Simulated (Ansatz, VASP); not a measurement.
# CaO in VASP and in Ansatz

Contents of POSCAR:

```
CaO
1.0
   -0.0239755013      2.3975501265      2.3975501265
    2.3975501265     -0.0239755013      2.3975501265
    2.3735746253      2.3735746253      0.0000000000
Ca O
1 1
Direct
    0.0000000000      0.0000000000      0.0000000000
    0.5000000000      0.5000000000      0.5000000000
```

File INCAR.step1:

```
SYSTEM = CaO
ALGO     = Normal         ! electronic algorithm
EDIFF    = 1E-4           ! SCF threshold, eV
ENCUT    = 520            ! plane-wave cutoff, eV
GGA      = PE             ! functional
ISMEAR   = 0              ! smearing method
LASPH    = .TRUE.         ! aspherical terms in the spheres
LCHARG   = .FALSE.        ! write CHGCAR
LREAL    = .FALSE.        ! projectors in reciprocal space
LWAVE    = .TRUE.         ! write WAVECAR
NBANDS   = 15             ! bands
NELM     = 100            ! most SCF steps
PREC     = Accurate       ! precision mode
SIGMA    = 0.01           ! smearing width, eV
```

INCAR.step2

```
SYSTEM = CaO
ALGO     = Normal         ! electronic algorithm
EDIFF    = 1E-7           ! SCF threshold, eV
ENCUT    = 520            ! plane-wave cutoff, eV
ISIF     = 2              ! what is computed and relaxed
ISMEAR   = 0              ! smearing method
ISTART   = 1            
LASPH    = .TRUE.         ! aspherical terms in the spheres
LCHARG   = .FALSE.        ! write CHGCAR
LMIXTAU  = .TRUE.       
LREAL    = .FALSE.        ! projectors in reciprocal space
LWAVE    = .FALSE.        ! write WAVECAR
METAGGA  = R2SCAN         ! meta-GGA
NBANDS   = 15             ! bands
NELM     = 100            ! most SCF steps
PREC     = Accurate       ! precision mode
SIGMA    = 0.01           ! smearing width, eV
```

File KPOINTS:

```
k-points
0
G
  10 10 10
  0 0 0
```

Input for Ansatz:

```yaml
crystal:
  lattice:
    - [-0.0239755013, 2.3975501265, 2.3975501265]
    - [2.3975501265, -0.0239755013, 2.3975501265]
    - [2.3735746253, 2.3735746253, 0.0]
  atoms:
    - { symbol: Ca, position: [0.0, 0.0, 0.0] }
    - { symbol: O, position: [0.5, 0.5, 0.5] }
kpoints:
  mp_grid: { grid: [10, 10, 10] }
  band_path:
    path:
      - [0.0, 0.0, 0.0]
      - [0.5, 0.0, 0.5]
      - [0.625, 0.25, 0.625]
      - [0.375, 0.375, 0.75]
      - [0.5, 0.5, 0.5]
      - [0.5, 0.25, 0.75]
    npoints: 1
hamiltonian:
  xc: r2scan
scf:
  occupations: { method: fixed }
  n_extra_bands: 4
output:
  forces: true
  stress: true
  eigenvalues: true
```

Change from the starting cell: shear_xy strain -2.0%.

Alike in both runs: task single point; functional r2SCAN; k mesh 10 × 10 × 10; no spin polarisation.

|  | VASP | Ansatz |
| --- | --- | --- |
| version | VASP 6.6.1 | Ansatz 0.2.0 |
| potentials or method | VASP PAW PBE potentials, release 64 (Ca_sv, O) | plane waves, PAW |
| plane-wave cutoff (eV) | 520 | 500 |
| occupations | gaussian, width 0.01 eV | fixed |
| valence electrons in the cell | 16 | 16 |

VASP gave:

```
gap on the k mesh at the Fermi level (eV)                     : 4.15
pressure (GPa)                                                : 1.1
traceless stress, the component that is largest in VASP (GPa) : 1.57
```

Task: What did Ansatz give for the same quantities?

Result: gap on the k mesh at the Fermi level (eV): 4.16; pressure (GPa): 0.0; traceless stress, the component that is largest in VASP (GPa): 1.59.

VASP's potentials were made for PBE, not for r2SCAN.
